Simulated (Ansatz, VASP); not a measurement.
HBr: VASP beside Ansatz

The input INCAR:

```
SYSTEM = HBr
PREC = Accurate
ENCUT = 520
EDIFF = 1E-6
ISMEAR = 0
SIGMA = 0.1
LREAL = .False.
LASPH = .True.
NELM = 100
ALGO = Normal
ISIF = 2
LWAVE = .False.
LCHARG = .False.
LDIPOL = .True.
IDIPOL = 3
DIPOL = 0.5 0.5 0.622
GGA = PE
IVDW = 12
NBANDS = 11
```

The input KPOINTS:

```
Automatic mesh
0
Gamma
  4 4 1
  0 0 0
```

POSCAR

```
HBr
1.0
    5.4721979736      0.0000000000      0.0000000000
   -1.8240659912      5.1592377269      0.0000000000
    0.0000000000      0.0000000000     22.4680309356
Br H
1 1
Direct
    0.9239936995      0.5834028955      0.6463679250
    0.9314897759      1.0674007126      0.5969668089
```

Input for Ansatz:

```yaml
crystal:
  lattice:
    - [5.4721979736, 0.0, 0.0]
    - [-1.8240659912, 5.1592377269, 0.0]
    - [0.0, 0.0, 22.4680309356]
  atoms:
    - { symbol: Br, position: [0.9239936995, 0.5834028955, 0.646367925] }
    - { symbol: H, position: [0.9314897759, 1.0674007126, 0.5969668089] }
basis:
  ecutwfc: 420
kpoints:
  mp_grid: { grid: [4, 4, 1] }
hamiltonian:
  xc: pbe
  dispersion: d3bj
scf:
  occupations: { method: gaussian, width: 0.1 }
output:
  forces: true
  eigenvalues: true
  write_density: true
  volumetric_format: npy
efield:
  axis: 3
  dipole_correction: true
  ramp_width: 0.04
```

Alike in both runs: task single point; functional PBE; dispersion D3(BJ); k mesh 4 × 4 × 1; occupations gaussian, width 0.1 eV; no spin polarisation.

```csv
,VASP,Ansatz
version,VASP 6.6.1,Ansatz 0.2.0
potentials or method,"VASP PAW PBE potentials, release 64 (Br, H), cutoff 520 eV","scalar-relativistic, plane waves, PAW"
valence electrons in the cell,8,8
```

|  | VASP | Ansatz | Ansatz less VASP |
| --- | --- | --- | --- |
| gap on the k mesh at the Fermi level (eV) | 0.30 | 0.30 | -0.001 |
| rms of the force components (eV/Å) | 0.470 | 0.470 | +0.0001 |

Atom by atom the forces differ by 0.000 eV/Å (rms over components).
